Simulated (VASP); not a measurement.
Write the native input for VASP 6.6.1 that does the following.

| Item | Value |
| --- | --- |
| Task | single point |
| Functional | LDA |
| Potentials or basis | VASP PAW LDA potentials, release 64 (Si) |
| Cutoff | 520 eV |
| k mesh | 15 × 15 × 1 |
| Occupations | gaussian, width 0.1 eV |
| Spin | no spin polarisation |
| Dipole correction | yes |
| Further INCAR settings | ALGO = Normal; EDIFF = 1e-06; NBANDS = 11 |

The structure of Si lies in POSCAR:

```
Si
1.0
    3.6460000000      0.0000000000      0.0000000000
   -1.8230000000      3.1575286222      0.0000000000
    0.0000000000      0.0000000000     28.0000000000
Si
2
Direct
    0.3333333333      0.6666666667      0.5178571429
    0.6666666667      0.3333333333      0.4821428571
```

One way to write it, as run:

INCAR

```
PREC     = Accurate       # precision mode
ENCUT    = 520            # plane-wave cutoff, eV
EDIFF    = 1E-6           # SCF threshold, eV
ISMEAR   = 0              # smearing method
SIGMA    = 0.1            # smearing width, eV
LREAL    = False          # projectors in reciprocal space
LASPH    = True           # aspherical terms in the spheres
NELM     = 60             # most SCF steps
ALGO     = Normal         # electronic algorithm
ISIF     = 2              # what is computed and relaxed
LWAVE    = False          # write WAVECAR
LCHARG   = False          # write CHGCAR
LDIPOL   = True         
IDIPOL   = 3            
DIPOL    = 0.5 0.5 0.500
GGA      = CA             # functional
NBANDS   = 11             # bands
```

KPOINTS

```
regular mesh
0
Gamma
  15 15 1
```

Potentials or basis: VASP PAW LDA potentials, release 64 (Si).

Launch:

```sh
$ cat potpaw_LDA.64/Si/POTCAR > POTCAR
$ mpirun -np 1 vasp_std > vasp.out
```

Results of the run:

- Largest force: 1.544 eV/Å
- Band gap on the k mesh: zero (band 4 reaches -2.69 eV, above the bottom of band 5 at -3.54 eV)

Wall time 2.7 min on 1 thread of Intel(R) Xeon(R) Platinum 8259CL CPU @ 2.50GHz (Skylake/Cascade Lake), with other jobs on the host, peak memory 0.33 GiB.
